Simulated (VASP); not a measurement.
InP:

```
CELL_PARAMETERS angstrom
0.00000 2.89089 2.89089
2.89089 0.00000 2.89089
2.89089 2.89089 0.00000
ATOMIC_POSITIONS crystal
In 0.00000 0.00000 0.00000
P 0.75000 0.75000 0.75000
```

Base run:

| Item | Value |
| --- | --- |
| Program | VASP 6.6.1 |
| Functional | SVWN5 |
| Potentials or basis | VASP PAW PBE potentials, release 64 (In_d, P) |
| Cutoff | 520 eV |
| k mesh | 8 × 8 × 8 |
| Occupations | fermi-dirac, width 0.05 eV |
| Spin | no spin polarisation |

Its results: band gap on the k mesh 0.71 eV, direct; pressure 1.7 GPa.

**Question.** After a change of settings the same cell gave: band gap on the k mesh 1.03 eV, direct; pressure 8.0 GPa. Which change was it?
A. functional from SVWN5 to RPBE; dispersion from none to D4
B. functional from SVWN5 to LDA; potentials or basis from VASP PAW PBE potentials, release 64 (In_d, P) to VASP PAW LDA potentials, release 64 (In_d, P)
C. functional from SVWN5 to BLYP; dispersion from none to D3(BJ)
D. functional from SVWN5 to revPBE

**Answer.** D.

revPBE binds less tightly than SVWN5, so the same cell stands under more pressure.

Caveats: the PAW data sets were made with another functional, which shifts forces and pressure a little; spin-orbit coupling is left out, which moves the levels of the heavy elements.
